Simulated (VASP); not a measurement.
# H (P6_3/mmc) in VASP: a series of runs

H is run at these levels: PBEsol; tasks: relaxation of cell and atoms.

All numbers are computed with VASP 6.6.1; they aren't measurements. Logs are shortened: lines on timing, memory, paths and dates and some standing lists are left out, and cuts for length are marked.

## (1) The cell of the first run

Symmetry: P6_3/mmc, No. 194, hexagonal system. Conventional cell: a = 3.840 Å, b = 3.840 Å, c = 5.047 Å, α = 90.00°, β = 90.00°, γ = 120.00°. Within 1.0 Å of H (site symmetry 3m) lie 1 H at 0.74 Å.

## (2) Relaxation of cell and atoms, PBEsol

Input file INCAR:

```
SYSTEM = H
ALGO     = Normal         ! electronic algorithm
EDIFF    = 1E-6           ! SCF threshold, eV
EDIFFG   = -0.04          ! ionic threshold
ENCUT    = 600            ! plane-wave cutoff, eV
GGA      = PS             ! functional
IBRION   = 2              ! ionic algorithm
ISIF     = 3              ! what is computed and relaxed
ISMEAR   = 0              ! smearing method
LASPH    = .True.         ! aspherical terms in the spheres
LCHARG   = .False.        ! write CHGCAR
LREAL    = .False.        ! projectors in reciprocal space
LWAVE    = .False.        ! write WAVECAR
NELM     = 80             ! most SCF steps
NSW      = 90             ! ionic steps
PREC     = Accurate       ! precision mode
SIGMA    = 0.1            ! smearing width, eV
```

Input file KPOINTS:

```
k-points
0
Gamma
  6 6 4
  0 0 0
```

Input file POSCAR:

```
H
1.0
    3.8401304226      0.0000000000      0.0000000000
   -1.9200652113      3.3256504998      0.0000000000
    0.0000000000      0.0000000000      5.0466615500
H
4
Direct
    0.3333333300      0.6666666700      0.1764958800
    0.6666666700      0.3333333300      0.6764958800
    0.6666666700      0.3333333300      0.8235041200
    0.3333333300      0.6666666700      0.3235041200
```

Potentials or basis: VASP PAW PBE potentials, release 64 (H).

The run is started by

```sh
$ cat potpaw_PBE.64/H/POTCAR > POTCAR
$ mpirun -np 1 vasp_std > vasp.out
```

OUTCAR:

```text
SYSTEM = H
   EDIFF = 1E-6
   EDIFFG = -0.04
   ENCUT = 600
   GGA = PS
   IBRION = 2
   ISIF = 3
   ISMEAR = 0
   LASPH = .True.
   LREAL = .False.
   NELM = 80
   NSW = 90
   PREC = Accurate

 ion  position               nearest neighbor table
   1  0.333  0.667  0.176-   4 0.74
   2  0.667  0.333  0.676-   3 0.74
   3  0.667  0.333  0.824-   2 0.74
   4  0.333  0.667  0.324-   1 0.74

  LATTYP: Found a hexagonal cell.
 ALAT       =     3.8401304226
 C/A-ratio  =     1.3141901432

  Lattice vectors:

 A1 = (   3.8401304226,   0.0000000000,   0.0000000000)
 A2 = (  -1.9200652113,   3.3256504998,   0.0000000000)
 A3 = (   0.0000000000,   0.0000000000,   5.0466615500)

Analysis of symmetry for initial positions (statically):
=====================================================================
 Subroutine PRICEL returns:
 Original cell was already a primitive cell.

 Routine SETGRP: Setting up the symmetry group for a
 hexagonal supercell.

 Subroutine GETGRP returns: Found 24 space group operations
 (whereof 12 operations were pure point group operations)
 out of a pool of 24 trial point group operations.

The static configuration has the point symmetry D_3d.
 The point group associated with its full space group is D_6h.

Analysis of symmetry for dynamics (positions and initial velocities):
=====================================================================
 Subroutine PRICEL returns:
 Original cell was already a primitive cell.

 Routine SETGRP: Setting up the symmetry group for a
 hexagonal supercell.

 Subroutine GETGRP returns: Found 24 space group operations
 (whereof 12 operations were pure point group operations)
 out of a pool of 24 trial point group operations.

The dynamic configuration has the point symmetry D_3d.
 The point group associated with its full space group is D_6h.

 Subroutine INISYM returns: Found 24 space group operations
 (whereof 12 operations are pure point group operations),
 and found     1 'primitive' translations

----------------------------------------------------------------------------------------

                                     Primitive cell

  volume of cell :      64.4506

  direct lattice vectors                    reciprocal lattice vectors
     3.840130423  0.000000000  0.000000000     0.260407822  0.150346526  0.000000000
    -1.920065211  3.325650500  0.000000000     0.000000000  0.300693052  0.000000000
     0.000000000  0.000000000  5.046661550     0.000000000  0.000000000  0.198150795

  length of vectors
     3.840130423  3.840130423  5.046661550     0.300693052  0.300693052  0.198150795

  position of ions in fractional coordinates (direct lattice)
     0.333333330  0.666666670  0.176495880
     0.666666670  0.333333330  0.676495880
     0.666666670  0.333333330  0.823504120
     0.333333330  0.666666670  0.323504120

  ion indices of the primitive-cell ions
   primitive index   ion index
                 1           1
                 2           2
                 3           3
                 4           4

----------------------------------------------------------------------------------------

 KPOINTS: k-points

Automatic generation of k-mesh.
 Grid dimensions read from file:
 generate k-points for:    6    6    4

 Generating k-lattice:

  Cartesian coordinates                     Fractional coordinates (reciprocal lattice)
     0.043401304  0.025057754  0.000000000     0.166666667 -0.000000000  0.000000000
     0.000000000  0.050115509  0.000000000     0.000000000  0.166666667  0.000000000
     0.000000000  0.000000000  0.049537699     0.000000000  0.000000000  0.250000000

  Length of vectors
     0.050115509  0.050115509  0.049537699

  Shift w.r.t. Gamma in fractional coordinates (k-lattice)
     0.000000000  0.000000000  0.000000000

 Subroutine IBZKPT returns following result:
 ===========================================

 Found     21 irreducible k-points:

 Following reciprocal coordinates:
            Coordinates               Weight
  0.000000  0.000000  0.000000      1.000000
  0.166667  0.000000  0.000000      6.000000
  0.333333 -0.000000  0.000000      6.000000
  0.500000 -0.000000  0.000000      3.000000
  0.166667  0.166667  0.000000      6.000000
  0.333333  0.166667  0.000000     12.000000
[... 13 lines left out ...]
  0.333333  0.166667  0.500000     12.000000
  0.333333  0.333333  0.500000      2.000000
   k-points           NKPTS =     21   k-points in BZ     NKDIM =     21   number of bands    NBANDS=      6
   number of dos      NEDOS =    301   number of ions     NIONS =      4
   total plane-waves  NPLWV =  40960
   dimension x,y,z NGX =    32 NGY =   32 NGZ =   40
   dimension x,y,z NGXF=    64 NGYF=   64 NGZF=   80
   ions per type =               4
   NGX,Y,Z   is equivalent  to a cutoff of  13.85, 13.85, 13.18 a.u.
   NGXF,Y,Z  is equivalent  to a cutoff of  27.71, 27.71, 26.35 a.u.
 SYSTEM =  H
   PREC   = accura    normal or accurate (medium, high low for compatibility)
   ISTART =      0    job   : 0-new  1-cont  2-samecut
   ICHARG =      2    charge: 1-file 2-atom 10-const
   ISPIN  =      1    spin polarized calculation?
   LNONCOLLINEAR =      F non collinear calculations
   LSORBIT =      F    spin-orbit coupling
   LASPH  =      T    aspherical Exc in radial PAW
   ENCUT  =  600.0 eV  44.10 Ry    6.64 a.u.   7.67  7.67 10.08*2*pi/ulx,y,z
   NELM   =     80;   NELMIN=  2; NELMDL= -5     # of ELM steps
   EDIFF  = 0.1E-05   stopping-criterion for ELM
   LREAL  =      F    real-space projection
   EDIFFG = -.4E-01   stopping-criterion for IOM
   NSW    =     90    number of steps for IOM
   IBRION =      2    ionic relax: 0-MD 1-quasi-New 2-CG
   NFREE  =      1    steps in history (QN), initial steepest desc. (CG)
   ISIF   =      3    stress and relaxation
   ISYM   =      2    0-nonsym 1-usesym 2-fastsym
   POTIM  = 0.5000    time-step for ionic-motion
   TEBEG  =    0.0;   TEEND  =   0.0 temperature during run
   PSTRESS=    0.0 pullay stress
   NELECT =       4.0000    total number of electrons
   NUPDOWN=      -1.0000    fix difference up-down
   EMIN   =  10.00;   EMAX   =-10.00  energy-range for DOS
   EFERMI =   0.00;   METHOD = LEGACY
   ISMEAR =     0;   SIGMA  =   0.10  broadening in eV -4-tet -1-fermi 0-gaus
   EFERMI_NEDOS =   21; number of points for ismear=-14 and -15
   IALGO  =     38    algorithm
   IMIX   =      4    mixing-type and parameters
     AMIX     =   0.40;   BMIX     =  1.00
     AMIX_MAG =   1.60;   BMIX_MAG =  1.00
  volume/ion in A,a.u.               =      16.11       108.73
  Fermi-wavevector in a.u.,A,eV,Ry     =   0.648165  1.224855  5.716059  0.420119
  Thomas-Fermi vector in A             =   1.716710
   LORBIT       =      0    0 simple, 1 ext, 2 COOP (PROOUT), +10 PAW based schemes
   GGA     = PS    functional components
   LHFCALC =     F    Hartree Fock is set to
   AEXX    =    0.0000 exact exchange contribution
   IVDW    =     0    specifies the selected vdW correction
   LEPSILON=     F    determine dielectric tensor
   LRPA    =     F    only Hartree local field effects (RPA)
 conjugate gradient relaxation of ions
 non-spin polarized calculation
 Gauss-broadening in eV      SIGMA  =   0.10
  energy-cutoff  :      600.00
  volume of cell :       64.45
 maximum number of plane-waves:      2187
 NGX is ok and might be reduce to    32

--------------------------------------- Ionic step        1  -------------------------------------------

 number of electron       4.0000001 magnetization

 Free energy of the ion-electron system (eV)
  ---------------------------------------------------
  ext. energy  EPLUGINS =         0.00000000
  ---------------------------------------------------
  free energy    TOTEN  =       -13.04589525 eV

  energy without entropy =      -13.04589525  energy(sigma->0) =      -13.04589525

------------------------ aborting loop because EDIFF is reached ----------------------------------------

  FORCE on cell =-STRESS in cart. coord.  units (eV):
  Direction    XX          YY          ZZ          XY          YZ          ZX
  --------------------------------------------------------------------------------------
  -------------------------------------------------------------------------------------
  Total       -0.0150272     -0.0150272      0.8636306     -0.0000000     -0.0000000      0.0000000
  in kB       -0.3735623     -0.3735623     21.4690003     -0.0000000     -0.0000000      0.0000000
  external PRESSURE =       6.9072919 kB  Pullay stress =       0.0000000 kB

 VOLUME and BASIS-vectors are now :
 -----------------------------------------------------------------------------
  energy-cutoff  :      600.00
  volume of cell :       64.45
      direct lattice vectors                 reciprocal lattice vectors
     3.840130423  0.000000000  0.000000000     0.260407822  0.150346526  0.000000000
    -1.920065211  3.325650500  0.000000000     0.000000000  0.300693052  0.000000000
     0.000000000  0.000000000  5.046661550     0.000000000  0.000000000  0.198150795
[... 39 lines left out ...]
 POSITION                                       TOTAL-FORCE (eV/Angst)
 -----------------------------------------------------------------------------------
     -0.00000      2.21670      0.87077        -0.000000     -0.000000      1.389489
      1.91972      1.10835      3.42039        -0.000000     -0.000000      1.389489
      1.91972      1.10835      4.22845         0.000000      0.000000     -1.389489
     -0.00000      2.21670      1.67884         0.000000      0.000000     -1.389489
 -----------------------------------------------------------------------------------
    total drift:                                0.000001     -0.000000      0.000000

  FREE ENERGIE OF THE ION-ELECTRON SYSTEM (eV)
  ---------------------------------------------------
  free  energy   TOTEN  =       -12.9839936596 eV

  energy  without entropy=      -12.9839936596  energy(sigma->0) =      -12.98399366

--------------------------------------- Ionic step        3  -------------------------------------------

 number of electron       4.0000002 magnetization

 Free energy of the ion-electron system (eV)
  ---------------------------------------------------
  ext. energy  EPLUGINS =         0.00000000
  ---------------------------------------------------
  free energy    TOTEN  =       -13.05591052 eV

  energy without entropy =      -13.05591052  energy(sigma->0) =      -13.05591052

 E-fermi :  -8.1896     XC(G=0):  -4.5004

 val. band max:       -8.6645259091   @ k =   0.0000   0.0000   0.0000
 cond. band min:       0.4404907426   @ k =   0.0000   0.0000   0.0000
 fundamental gap:      9.1050166517
 Fermi energy:        -8.1895873752

 k-point     1 :       0.0000    0.0000    0.0000
  band No.  band energies     occupation
      1     -10.1149      2.00000
      2      -8.6645      2.00000
      3       0.4405      0.00000
      4       3.2708      0.00000
      5       6.2295      0.00000
      6       7.6049      0.00000

 k-point     2 :       0.1667    0.0000    0.0000
  band No.  band energies     occupation
      1      -9.9699      2.00000
      2      -8.6782      2.00000
      3       0.7611      0.00000
      4       2.8343      0.00000
      5       5.0718      0.00000
      6       6.9707      0.00000
[... 191 lines left out ...]
 POSITION                                       TOTAL-FORCE (eV/Angst)
 -----------------------------------------------------------------------------------
     -0.00000      2.21700      0.88538        -0.000000     -0.000000      0.011124
      1.91997      1.10850      3.41553         0.000000      0.000000      0.011124
      1.91997      1.10850      4.17491        -0.000000      0.000000     -0.011124
     -0.00000      2.21700      1.64477         0.000000     -0.000000     -0.011124
 -----------------------------------------------------------------------------------
    total drift:                                0.000001     -0.000000      0.000000

  FREE ENERGIE OF THE ION-ELECTRON SYSTEM (eV)
  ---------------------------------------------------
  free  energy   TOTEN  =       -13.0559105224 eV

  energy  without entropy=      -13.0559105224  energy(sigma->0) =      -13.05591052

 reached required accuracy - stopping structural energy minimisation
```

It took 9.9 s on 1 thread of AMD EPYC 9R45 (Zen 5), shared host; peak memory 0.14 GiB.

Results:

| Property | Result |
| --- | --- |
| Free energy | -13.0559 eV |
| Relaxed volume | 16.15 Å³/atom |
| Relaxed cell | a = 3.840 Å, b = 3.840 Å, c = 5.060 Å, α = 90.00°, β = 90.00°, γ = 120.00° |
| Space group after relaxing (to 0.1 Å) | P6_3/mmc (No. 194) |
| Energy gained by relaxing | 2.5 meV/atom |
| Ionic steps | 3 |
| Pressure after relaxing | -0.1 GPa |
| Largest force after relaxing | 0.011 eV/Å |
| Band gap on the k mesh | 9.11 eV |

Forces on the atoms (eV/Å):
```
H    0.000  0.000  0.011
H    0.000  0.000  0.011
H    0.000  0.000 -0.011
H    0.000  0.000 -0.011
```

The path:
```
step  energy change (eV)  largest force (eV/Å)  pressure (GPa)  volume (Å³)
   1              0.0000                0.5994            0.69        64.45
   2              0.0619                1.3895           -1.90        65.10
   3             -0.0100                0.0111           -0.06        64.62
```

Final structure:
```xyz
4
Lattice="3.8399 0.0000 0.0000 -1.9200 3.3255 0.0000 0.0000 0.0000 5.0603" Properties=species:S:1:pos:R:3 pbc="T T T"
H     0.0000    2.2170    0.8854
H     1.9200    1.1085    3.4155
H     1.9200    1.1085    4.1749
H     0.0000    2.2170    1.6448
```

Levels at points of the mesh, in eV from the valence-band top:
```tsv
k point	band 1	band 2	band 3	band 4	band 5	band 6
(0.00, 0.00, 0.00)	-1.45	0.00	9.11	11.94	14.89	16.27
(0.50, 0.00, 0.00)	-0.68	-0.23	10.13	11.28	12.32	12.82
(0.00, 0.00, 0.50)	-0.80	-0.80	10.24	10.24	16.95	16.95
(0.50, 0.00, 0.50)	-0.43	-0.43	9.66	9.66	13.70	13.70
```

Caveat: this functional lacks dispersion, which holds the molecules together, so the pressure and a relaxed volume are unreliable; the PAW data sets were made with another functional, which shifts forces and pressure a little.

## (3) Relaxation of cell and atoms, PBEsol

This run uses another cell than the first one: it holds 2 atoms, not 4.

Input file INCAR:

```
PREC = Accurate
ENCUT = 600
EDIFF = 1E-6
ISMEAR = 0
SIGMA = 0.02
LREAL = False
LASPH = True
NELM = 60
ALGO = Normal
ISIF = 3
LWAVE = False
LCHARG = False
GGA = PS
IBRION = 2
NSW = 100
EDIFFG = -0.01
```

Input file KPOINTS:

```
regular mesh
0
Gamma
  6 6 22
```

Input file POSCAR:

```
H
1.0
    5.4572124671      0.0000000000      0.0000000000
   -2.7286062336      4.7260846303      0.0000000000
    0.0000000000      0.0000000000      0.9830730860
H
2
Direct
    0.3333333333      0.6666666667      0.2500000000
    0.6666666667      0.3333333333      0.7500000000
```

Potentials or basis: VASP PAW PBE potentials, release 64 (H).

The run is started by

```sh
$ cat potpaw_PBE.64/H/POTCAR > POTCAR
$ mpirun -np 1 vasp_std > vasp.out
```

Run time: 7.7 s. Hardware: 1 thread of AMD EPYC 9R45 (Zen 5), shared host; peak memory 0.11 GiB.

The run converged. Its results:

```
Free energy                           : -5.9355 eV
Relaxed volume                        : 12.75 Å³/atom
Relaxed cell                          : a = 5.457 Å, b = 5.457 Å, c = 0.988 Å, α = 90.00°, β = 90.00°, γ = 120.00°
Space group after relaxing (to 0.1 Å) : P6_3/mmc (No. 194)
Energy gained by relaxing             : 0.2 meV/atom
Ionic steps                           : 3
Pressure after relaxing               : 0.0 GPa
Band gap on the k mesh                : zero (bands 1 and 2 overlap by 34.06 eV)
```

The path:
```tsv
step	energy change (eV)	largest force (eV/Å)	pressure (GPa)	volume (Å³)
1	0.0000	0.0000	0.32	25.35
2	-0.0004	0.0000	0.11	25.45
3	-0.0004	0.0000	0.00	25.50
```

Final structure:
```xyz
2
Lattice="5.4574 0.0000 0.0000 -2.7287 4.7262 0.0000 0.0000 0.0000 0.9885" Properties=species:S:1:pos:R:3 pbc="T T T"
H     0.0000    3.1508    0.2471
H     2.7287    1.5754    0.7414
```

Levels at points of the mesh, in eV from the Fermi level:
```csv
k point,band 1,band 2,band 3,band 4
"(0.00, 0.00, 0.00)",-8.89,-8.07,5.85,5.91
"(0.50, 0.00, 0.00)",-8.63,-8.36,4.15,4.99
"(0.00, 0.00, 0.50)",25.56,25.56,33.95,33.95
"(0.50, 0.00, 0.50)",25.56,25.56,33.93,33.93
```

Caveat: the PAW data sets were made with another functional, which shifts forces and pressure a little.

## (4) Relaxation of cell and atoms, PBEsol

Input file INCAR:

```
SYSTEM = H
  PREC = Accurate
  ENCUT = 600
  EDIFF = 1E-6
  ISMEAR = 0
  SIGMA = 0.02
  LREAL = .False.
  LASPH = .True.
  NELM = 80
  ALGO = Normal
  ISIF = 3
  LWAVE = .False.
  LCHARG = .False.
  GGA = PS
  IBRION = 2
  NSW = 100
  EDIFFG = -0.01
```

Input file KPOINTS:

```
Automatic mesh
0
Gamma
  9 9 6
  0 0 0
```

Input file POSCAR:

```
H
1.0
    3.8390300207      0.0000000000      0.0000000000
   -1.9195150104      3.3246975238      0.0000000000
    0.0000000000      0.0000000000      5.0422718584
H
4
Direct
    0.3333333333      0.6666666667      0.1747277462
    0.6666666667      0.3333333333      0.6747277462
    0.6666666667      0.3333333333      0.8252722538
    0.3333333333      0.6666666667      0.3252722538
```

The run is started by

```sh
$ cat potpaw_PBE.64/H/POTCAR > POTCAR
$ mpirun -np 1 vasp_std > vasp.out
```

Run time: 9.8 s. Hardware: 1 thread of AMD EPYC 9R45 (Zen 5), shared host; peak memory 0.15 GiB.

The run converged. Its results:

```yaml
Free_energy: -13.0560 eV
Pressure_after_relaxing: 0.0 GPa
Band_gap_on_the_k_mesh: 9.11 eV
```

Final structure:
```yaml
crystal:
  lattice:
    - [3.83903, 0.00000, 0.00000]
    - [-1.91952, 3.32470, 0.00000]
    - [0.00000, 0.00000, 5.04227]
  atoms:
    - { symbol: H, position: [0.33333, 0.66667, 0.17473] }
    - { symbol: H, position: [0.66667, 0.33333, 0.67473] }
    - { symbol: H, position: [0.66667, 0.33333, 0.82527] }
    - { symbol: H, position: [0.33333, 0.66667, 0.32527] }
```

Levels at points of the mesh, in eV from the valence-band top:
```tsv
k point	band 1	band 2	band 3	band 4	band 5
(0.00, 0.00, 0.00)	-1.47	0.00	9.11	11.95	14.90
(0.00, 0.00, 0.50)	-0.80	-0.80	10.24	10.24	16.99
```

Caveat: the relaxation stopped at its first step, so nothing moved; this functional lacks dispersion, which holds the molecules together, so the pressure and a relaxed volume are unreliable; the PAW data sets were made with another functional, which shifts forces and pressure a little; an odd mesh through Γ misses points on the zone boundary, where band edges can lie.

## (5) Summary

```csv
cell,k mesh,smearing,gap on the mesh (eV),pressure (GPa),relaxed volume (Å³/atom)
"relaxed from a = 3.840, b = 3.840, c = 5.047 Å, angles 90.0, 90.0, 120.0°, 4 atoms, atomic positions A",6 × 6 × 4,gaussian 0.1 eV,9.11,-0.1,16.15
"relaxed from a = 5.457, b = 5.457, c = 0.983 Å, angles 90.0, 90.0, 120.0°, 2 atoms, atomic positions B",6 × 6 × 22,gaussian 0.02 eV,none,0.0,12.75
"relaxed from a = 3.839, b = 3.839, c = 5.042 Å, angles 90.0, 90.0, 120.0°, 4 atoms, atomic positions C",9 × 9 × 6,gaussian 0.02 eV,9.11,0.0,-
```

Alike in all rows: task relaxation of cell and atoms; level PBEsol; potentials or basis VASP PAW PBE potentials, release 64 (H); no spin polarisation; cutoff (eV) 600.

Caveats: the PAW data sets were made with another functional, which shifts forces and pressure a little; this functional lacks dispersion, which holds the molecules together, so the pressure and a relaxed volume are unreliable (at least some runs); the relaxation stopped at its first step, so nothing moved (at least some runs); an odd mesh through Γ misses points on the zone boundary, where band edges can lie (at least some runs).

Absolute energies hang on the potentials; compare differences alone.
